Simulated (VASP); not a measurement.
# Be2Al (I4/mmm) in VASP: further runs

The runs below take Be2Al through single point, relaxation of cell and atoms, with PBE.

All numbers are computed with VASP 6.6.1; they aren't measurements. Logs are shortened: lines on timing, memory, paths and dates and some standing lists are left out, and cuts for length are marked.

## 1. The cell of the first run

It takes space group I4/mmm (No. 139, tetragonal). Conventional cell: a = 3.156 Å, b = 3.156 Å, c = 7.006 Å, α = 90.00°, β = 90.00°, γ = 90.00°. Within 3.2 Å of Be (site symmetry 4mm) lie 9 Be at 2.33 to 3.16 Å and 5 Al at 2.34 to 2.52 Å. Within 3.2 Å of Al (site symmetry 4/mmm) lie 10 Be at 2.34 to 2.52 Å and 4 Al at 3.16 Å.

## 2. Single point, PBE

Contents of INCAR:

```
PREC = Accurate
ENCUT = 520
EDIFF = 1E-6
ISMEAR = 0
SIGMA = 0.1
LREAL = F
LASPH = T
NELM = 80
ALGO = Fast
ISIF = 2
LWAVE = F
LCHARG = T
GGA = PE
LELF = T
LVHAR = T
NBANDS = 10
```

Contents of KPOINTS:

```
Automatic mesh
0
Gamma
  20 20 20
```

Contents of POSCAR:

```
Be2Al
1.0
   -1.5780862942      1.5780862942      3.5027577370
    1.5780862942     -1.5780862942      3.5027577370
    1.5780862942      1.5780862942     -3.5027577370
Be Al
2 1
Direct
    0.6660984848      0.6660984848      0.0000000000
    0.3339015152      0.3339015152      0.0000000000
    0.0000000000      0.0000000000      0.0000000000
```

Potentials or basis: VASP PAW PBE potentials, release 64 (Be, Al).

Launch:

```
cat potpaw_PBE.64/Be/POTCAR potpaw_PBE.64/Al/POTCAR > POTCAR
mpirun -np 1 vasp_std > vasp.out
```

OUTCAR:

```text
PREC = Accurate
   ENCUT = 520
   EDIFF = 1E-6
   ISMEAR = 0
   LREAL = F
   LASPH = T
   NELM = 80
   ISIF = 2
   GGA = PE

 ion  position               nearest neighbor table
   1  0.666  0.666  0.000-   2 2.33   3 2.34   3 2.52   3 2.52   3 2.52   3 2.52
   2  0.334  0.334  0.000-   1 2.33   3 2.34   3 2.52   3 2.52   3 2.52   3 2.52
   3  0.000  0.000  0.000-   1 2.34   2 2.34   1 2.52   2 2.52   1 2.52   1 2.52   1 2.52   2 2.52
                             2 2.52   2 2.52

  LATTYP: Found a body centered tetragonal cell.
 ALAT       =     3.1561725884
 C/A-ratio  =     2.2196236986

  Lattice vectors:

 A1 = (  -1.5780862942,   1.5780862942,   3.5027577370)
 A2 = (   1.5780862942,  -1.5780862942,   3.5027577370)
 A3 = (   1.5780862942,   1.5780862942,  -3.5027577370)

Analysis of symmetry for initial positions (statically):
=====================================================================
 Subroutine PRICEL returns:
 Original cell was already a primitive cell.

 Routine SETGRP: Setting up the symmetry group for a
 body centered tetragonal supercell.

 Subroutine GETGRP returns: Found 16 space group operations
 (whereof 16 operations were pure point group operations)
 out of a pool of 16 trial point group operations.

The static configuration has the point symmetry D_4h.

Analysis of symmetry for dynamics (positions and initial velocities):
=====================================================================
 Subroutine PRICEL returns:
 Original cell was already a primitive cell.

 Routine SETGRP: Setting up the symmetry group for a
 body centered tetragonal supercell.

 Subroutine GETGRP returns: Found 16 space group operations
 (whereof 16 operations were pure point group operations)
 out of a pool of 16 trial point group operations.

The dynamic configuration has the point symmetry D_4h.

 Subroutine INISYM returns: Found 16 space group operations
 (whereof 16 operations are pure point group operations),
 and found     1 'primitive' translations

----------------------------------------------------------------------------------------

                                     Primitive cell

  volume of cell :      34.8925

  direct lattice vectors                    reciprocal lattice vectors
    -1.578086294  1.578086294  3.502757737     0.000000000  0.316839454  0.142744671
     1.578086294 -1.578086294  3.502757737     0.316839454  0.000000000  0.142744671
     1.578086294  1.578086294 -3.502757737     0.316839454  0.316839454  0.000000000
[... 95 lines left out ...]
   TEBEG  =    0.0;   TEEND  =   0.0 temperature during run
   PSTRESS=    0.0 pullay stress
   NELECT =       7.0000    total number of electrons
   NUPDOWN=      -1.0000    fix difference up-down
   EMIN   =  10.00;   EMAX   =-10.00  energy-range for DOS
   EFERMI =   0.00;   METHOD = LEGACY
   ISMEAR =     0;   SIGMA  =   0.10  broadening in eV -4-tet -1-fermi 0-gaus
   EFERMI_NEDOS =   21; number of points for ismear=-14 and -15
   IALGO  =     68    algorithm
   IMIX   =      4    mixing-type and parameters
     AMIX     =   0.40;   BMIX     =  1.00
     AMIX_MAG =   1.60;   BMIX_MAG =  1.00
  volume/ion in A,a.u.               =      11.63        78.49
  Fermi-wavevector in a.u.,A,eV,Ry     =   0.958364  1.811045 12.496418  0.918461
  Thomas-Fermi vector in A             =   2.087464
   LORBIT       =      0    0 simple, 1 ext, 2 COOP (PROOUT), +10 PAW based schemes
   GGA     = PE    functional components
   LHFCALC =     F    Hartree Fock is set to
   AEXX    =    0.0000 exact exchange contribution
   IVDW    =     0    specifies the selected vdW correction
   LEPSILON=     F    determine dielectric tensor
   LRPA    =     F    only Hartree local field effects (RPA)
 non-spin polarized calculation
 RMM-DIIS sequential band-by-band and
 Gauss-broadening in eV      SIGMA  =   0.10
  energy-cutoff  :      520.00
  volume of cell :       34.89
 maximum number of plane-waves:       954
   NGX = 15   NGY = 15   NGZ = 15

 number of electron       7.0000000 magnetization

 Free energy of the ion-electron system (eV)
  ---------------------------------------------------
  ext. energy  EPLUGINS =         0.00000000
  ---------------------------------------------------
  free energy    TOTEN  =       -10.33054880 eV

  energy without entropy =      -10.32732080  energy(sigma->0) =      -10.32893480

 E-fermi :   6.8673     XC(G=0): -10.1442

 val. band max:        6.8607783150   @ k =   0.4000   0.2000  -0.0000
 cond. band min:       6.8718233639   @ k =   0.5000   0.2500   0.0000
 fundamental gap:      0.0110450489
 Fermi energy:         6.8673058448

 k-point     1 :       0.0000    0.0000    0.0000
  band No.  band energies     occupation
      1      -3.9957      2.00000
      2       5.6559      2.00000
      3       6.4383      2.00000
      4       9.7397      0.00000
      5       9.7397      0.00000
      6      10.6064      0.00000
      7      10.6064      0.00000
      8      13.0473      0.00000
      9      15.2453      0.00000
     10      15.2714      0.00000
[... 287 lines left out ...]
 k-point    24 :      -0.3500    0.0500    0.0000
  band No.  band energies     occupation
      1      -2.1252      2.00000
      2       2.7880      2.00000
      3       4.1804      2.00000
      4       7.4710      0.00000
      5       9.7523      0.00000
      6      11.2948      0.00000
      7      12.6322      0.00000
      8      14.0397      0.00000
      9      15.5690      0.00000
     10      16.6586      0.00000

 [... further k-points ...]

------------------------ aborting loop because EDIFF is reached ----------------------------------------

  FORCE on cell =-STRESS in cart. coord.  units (eV):
  Direction    XX          YY          ZZ          XY          YZ          ZX
  --------------------------------------------------------------------------------------
  -------------------------------------------------------------------------------------
  Total        0.0117714      0.0117714      0.0253569      0.0000000     -0.0000000      0.0000000
  in kB        0.5405127      0.5405127      1.1643296      0.0000000     -0.0000000      0.0000000
  external PRESSURE =       0.7484517 kB  Pullay stress =       0.0000000 kB

 VOLUME and BASIS-vectors are now :
 -----------------------------------------------------------------------------
  energy-cutoff  :      520.00
  volume of cell :       34.89
      direct lattice vectors                 reciprocal lattice vectors
    -1.578086294  1.578086294  3.502757737     0.000000000  0.316839454  0.142744671
     1.578086294 -1.578086294  3.502757737     0.316839454  0.000000000  0.142744671
     1.578086294  1.578086294 -3.502757737     0.316839454  0.316839454  0.000000000

 POSITION                                       TOTAL-FORCE (eV/Angst)
 -----------------------------------------------------------------------------------
      0.00000      0.00000      4.66636        -0.000000     -0.000000      0.002925
      0.00000      0.00000      2.33915         0.000000      0.000000     -0.002925
      0.00000      0.00000      0.00000        -0.000000     -0.000000      0.000000
 -----------------------------------------------------------------------------------
    total drift:                                0.000000      0.000000      0.000000

  FREE ENERGIE OF THE ION-ELECTRON SYSTEM (eV)
  ---------------------------------------------------
  free  energy   TOTEN  =       -10.3305488046 eV

  energy  without entropy=      -10.3273207958  energy(sigma->0) =      -10.32893480
```

Run time: 1.8 min. Hardware: 1 thread of Intel Xeon 6975P-C (Granite Rapids), shared host; peak memory 0.34 GiB.

What came out:

```
Free energy            : -10.3305 eV
Pressure               : 0.1 GPa
Band gap on the k mesh : zero (an odd number of electrons rules out a gap without spin polarisation)
```

Forces in eV/Å, atoms in the order of the input:
```
Be   0.000  0.000  0.003
Be   0.000  0.000 -0.003
Al   0.000  0.000  0.000
```

## 3. Relaxation of cell and atoms, PBE

This run uses another cell than the first one, of 11.60 Å³/atom.

Contents of INCAR:

```
SYSTEM = Be2Al
PREC = Accurate ; ENCUT = 600
EDIFF = 1E-7 ; ISMEAR = 0
SIGMA = 0.1 ; LREAL = .False.
LASPH = .True. ; NELM = 100
ALGO = Fast ; ISIF = 3
LWAVE = .False. ; LCHARG = .False.
GGA = PE ; IBRION = 2
NSW = 100 ; EDIFFG = -0.01
```

Contents of KPOINTS:

```
regular mesh
0
Gamma
  20 20 20
  0 0 0
```

Contents of POSCAR:

```
Be2Al
1.0
   -1.5761357105      1.5761357105      3.5017036182
    1.5761357105     -1.5761357105      3.5017036182
    1.5761357105      1.5761357105     -3.5017036182
Be Al
2 1
Direct
    0.6659046097      0.6659046097      0.0000000000
    0.3340953903      0.3340953903      0.0000000000
    0.0000000000      0.0000000000      0.0000000000
```

Potentials or basis: VASP PAW PBE potentials, release 64 (Be, Al).

Launch:

```
cat potpaw_PBE.64/Be/POTCAR potpaw_PBE.64/Al/POTCAR > POTCAR
mpirun -np 1 vasp_std > vasp.out
```

OUTCAR:

```text
SYSTEM = Be2Al
   PREC = Accurate
   ENCUT = 600
   EDIFF = 1E-7
   ISMEAR = 0
   LREAL = .False.
   LASPH = .True.
   NELM = 100
   ISIF = 3
   GGA = PE
   IBRION = 2
   NSW = 100
   EDIFFG = -0.01

 ion  position               nearest neighbor table
   1  0.666  0.666  0.000-   2 2.32   3 2.34   3 2.51   3 2.51   3 2.51   3 2.51
   2  0.334  0.334  0.000-   1 2.32   3 2.34   3 2.51   3 2.51   3 2.51   3 2.51
   3  0.000  0.000  0.000-   1 2.34   2 2.34   1 2.51   1 2.51   1 2.51   2 2.51   2 2.51   2 2.51
                             1 2.51   2 2.51

  LATTYP: Found a body centered tetragonal cell.
 ALAT       =     3.1522714210
 C/A-ratio  =     2.2217018464

  Lattice vectors:

 A1 = (  -1.5761357105,   1.5761357105,   3.5017036182)
 A2 = (   1.5761357105,  -1.5761357105,   3.5017036182)
 A3 = (   1.5761357105,   1.5761357105,  -3.5017036182)

Analysis of symmetry for initial positions (statically):
=====================================================================
 Subroutine PRICEL returns:
 Original cell was already a primitive cell.

 Routine SETGRP: Setting up the symmetry group for a
 body centered tetragonal supercell.

 Subroutine GETGRP returns: Found 16 space group operations
 (whereof 16 operations were pure point group operations)
 out of a pool of 16 trial point group operations.

The static configuration has the point symmetry D_4h.

Analysis of symmetry for dynamics (positions and initial velocities):
=====================================================================
 Subroutine PRICEL returns:
 Original cell was already a primitive cell.

 Routine SETGRP: Setting up the symmetry group for a
 body centered tetragonal supercell.

 Subroutine GETGRP returns: Found 16 space group operations
 (whereof 16 operations were pure point group operations)
 out of a pool of 16 trial point group operations.

The dynamic configuration has the point symmetry D_4h.

 Subroutine INISYM returns: Found 16 space group operations
 (whereof 16 operations are pure point group operations),
 and found     1 'primitive' translations

----------------------------------------------------------------------------------------

                                     Primitive cell

  volume of cell :      34.7958

  direct lattice vectors                    reciprocal lattice vectors
    -1.576135711  1.576135711  3.501703618     0.000000000  0.317231566  0.142787641
     1.576135711 -1.576135711  3.501703618     0.317231566  0.000000000  0.142787641
     1.576135711  1.576135711 -3.501703618     0.317231566  0.317231566  0.000000000

  length of vectors
     4.150943963  4.150943963  4.150943963     0.347885293  0.347885293  0.448633183

  position of ions in fractional coordinates (direct lattice)
[... 117 lines left out ...]
  volume of cell :       34.80
 maximum number of plane-waves:      1183
 NGX is ok and might be reduce to    36
   NGX = 17   NGY = 17   NGZ = 17

--------------------------------------- Ionic step        1  -------------------------------------------

 number of electron       7.0000000 magnetization

 Free energy of the ion-electron system (eV)
  ---------------------------------------------------
  ext. energy  EPLUGINS =         0.00000000
  ---------------------------------------------------
  free energy    TOTEN  =       -10.33051997 eV

  energy without entropy =      -10.32730033  energy(sigma->0) =      -10.32891015

------------------------ aborting loop because EDIFF is reached ----------------------------------------

  FORCE on cell =-STRESS in cart. coord.  units (eV):
  Direction    XX          YY          ZZ          XY          YZ          ZX
  --------------------------------------------------------------------------------------
  -------------------------------------------------------------------------------------
  Total        0.0775782      0.0775782      0.0501494      0.0000000     -0.0000000      0.0000000
  in kB        3.5721020      3.5721020      2.3091366      0.0000000     -0.0000000      0.0000000
  external PRESSURE =       3.1511136 kB  Pullay stress =       0.0000000 kB

 VOLUME and BASIS-vectors are now :
 -----------------------------------------------------------------------------
  energy-cutoff  :      600.00
  volume of cell :       34.80
      direct lattice vectors                 reciprocal lattice vectors
    -1.576135711  1.576135711  3.501703618     0.000000000  0.317231566  0.142787641
     1.576135711 -1.576135711  3.501703618     0.317231566  0.000000000  0.142787641
     1.576135711  1.576135711 -3.501703618     0.317231566  0.317231566  0.000000000

 POSITION                                       TOTAL-FORCE (eV/Angst)
 -----------------------------------------------------------------------------------
      0.00000      0.00000      4.66360        -0.000000     -0.000000      0.022242
      0.00000      0.00000      2.33981         0.000000      0.000000     -0.022242
      0.00000      0.00000      0.00000         0.000000      0.000000      0.000000
 -----------------------------------------------------------------------------------
    total drift:                                0.000000      0.000000      0.000000

  FREE ENERGIE OF THE ION-ELECTRON SYSTEM (eV)
  ---------------------------------------------------
  free  energy   TOTEN  =       -10.3305199690 eV

  energy  without entropy=      -10.3273003280  energy(sigma->0) =      -10.32891015

--------------------------------------- Ionic step        2  -------------------------------------------

 number of electron       7.0000000 magnetization

 Free energy of the ion-electron system (eV)
  ---------------------------------------------------
  ext. energy  EPLUGINS =         0.00000000
  ---------------------------------------------------
  free energy    TOTEN  =       -10.33067338 eV

  energy without entropy =      -10.32744579  energy(sigma->0) =      -10.32905959

 E-fermi :   6.8644     XC(G=0): -10.1425

 val. band max:        6.8590317431   @ k =   0.4000   0.2000   0.0000
 cond. band min:       6.8702024369   @ k =   0.5000   0.2500   0.0000
 fundamental gap:      0.0111706938
 Fermi energy:         6.8644376501

 k-point     1 :       0.0000    0.0000    0.0000
  band No.  band energies     occupation
      1      -3.9973      2.00000
      2       5.6469      2.00000
      3       6.4299      2.00000
      4       9.7377      0.00000
      5       9.7377      0.00000
      6      10.6003      0.00000
      7      10.6003      0.00000
[... 221 lines left out ...]
 k-point    24 :      -0.3500    0.0500    0.0000
  band No.  band energies     occupation
      1      -2.1270      2.00000
      2       2.7853      2.00000
      3       4.1749      2.00000
      4       7.4627      0.00000
      5       9.7491      0.00000
      6      11.2864      0.00000
      7      12.6282      0.00000

 [... further k-points ...]

------------------------ aborting loop because EDIFF is reached ----------------------------------------

  FORCE on cell =-STRESS in cart. coord.  units (eV):
  Direction    XX          YY          ZZ          XY          YZ          ZX
  --------------------------------------------------------------------------------------
  -------------------------------------------------------------------------------------
  Total        0.0096898      0.0096898     -0.0133282      0.0000000      0.0000000      0.0000000
  in kB        0.4446988      0.4446988     -0.6116755      0.0000000      0.0000000      0.0000000
  external PRESSURE =       0.0925740 kB  Pullay stress =       0.0000000 kB

 VOLUME and BASIS-vectors are now :
 -----------------------------------------------------------------------------
  energy-cutoff  :      600.00
  volume of cell :       34.91
      direct lattice vectors                 reciprocal lattice vectors
    -1.578101982  1.578101982  3.504527555     0.000000000  0.316836305  0.142672583
     1.578101982 -1.578101982  3.504527555     0.316836305  0.000000000  0.142672583
     1.578101982  1.578101982 -3.504527555     0.316836305  0.316836305  0.000000000

 POSITION                                       TOTAL-FORCE (eV/Angst)
 -----------------------------------------------------------------------------------
      1.57810      1.57810      1.16391         0.000000      0.000000      0.008387
      0.00000      0.00000      2.34062        -0.000000     -0.000000     -0.008387
      0.00000      0.00000      0.00000         0.000000      0.000000     -0.000000
 -----------------------------------------------------------------------------------
    total drift:                               -0.000000      0.000000      0.000000

  FREE ENERGIE OF THE ION-ELECTRON SYSTEM (eV)
  ---------------------------------------------------
  free  energy   TOTEN  =       -10.3306733834 eV

  energy  without entropy=      -10.3274457910  energy(sigma->0) =      -10.32905959

 reached required accuracy - stopping structural energy minimisation
```

OSZICAR:

```text
N       E                     dE             d eps       ncg     rms          rms(c)
DAV:   1     0.275159897653E+01    0.27516E+01   -0.26842E+03  9023   0.788E+02
[... 14 lines left out ...]
       N       E                     dE             d eps       ncg     rms          rms(c)
DAV:   1    -0.103306912344E+02   -0.17127E-03   -0.16403E-03 14784   0.347E-01    0.254E-02
RMM:   2    -0.103306800364E+02    0.11198E-04   -0.15108E-05  8974   0.378E-02    0.113E-02
RMM:   3    -0.103306740285E+02    0.60079E-05   -0.66952E-06  8974   0.182E-02    0.318E-03
RMM:   4    -0.103306734979E+02    0.53060E-06   -0.62565E-07  8871   0.800E-03    0.285E-03
RMM:   5    -0.103306733731E+02    0.12482E-06   -0.91495E-08  6101   0.382E-03    0.169E-03
RMM:   6    -0.103306733834E+02   -0.10259E-07   -0.26028E-08  5689   0.234E-03
   2 F= -.10330673E+02 E0= -.10329060E+02  d E =-.153414E-03
```

Wall time 2.7 min (1 thread of Intel Xeon 6975P-C (Granite Rapids), shared host); peak memory 0.39 GiB.

Results:

| Property | Result |
| --- | --- |
| Free energy | -10.3307 eV |
| Relaxed volume | 11.64 Å³/atom |
| Relaxed cell | a = 4.155 Å, b = 4.155 Å, c = 4.155 Å, α = 135.35°, β = 135.35°, γ = 64.98° |
| Space group after relaxing (to 0.1 Å) | I4/mmm (No. 139) |
| Energy gained by relaxing | 0.1 meV/atom |
| Ionic steps | 2 |
| Pressure after relaxing | 0.0 GPa |
| Largest force after relaxing | 0.008 eV/Å |
| Band gap on the k mesh | zero (an odd number of electrons rules out a gap without spin polarisation) |

Forces on the atoms (eV/Å):
```
Be   0.000  0.000  0.008
Be   0.000  0.000 -0.008
Al   0.000  0.000  0.000
```

The path:
```tsv
step	energy change (eV)	largest force (eV/Å)	pressure (GPa)	volume (Å³)
1	0.0000	0.0222	0.32	34.80
2	-0.0002	0.0084	0.01	34.91
```

Final structure:
```
Be Al
1.0
    -1.57810    1.57810    3.50453
     1.57810   -1.57810    3.50453
     1.57810    1.57810   -3.50453
Be Al
2 1
Direct
  0.66606 0.66606 0.00000
  0.33394 0.33394 0.00000
  0.00000 0.00000 0.00000
```
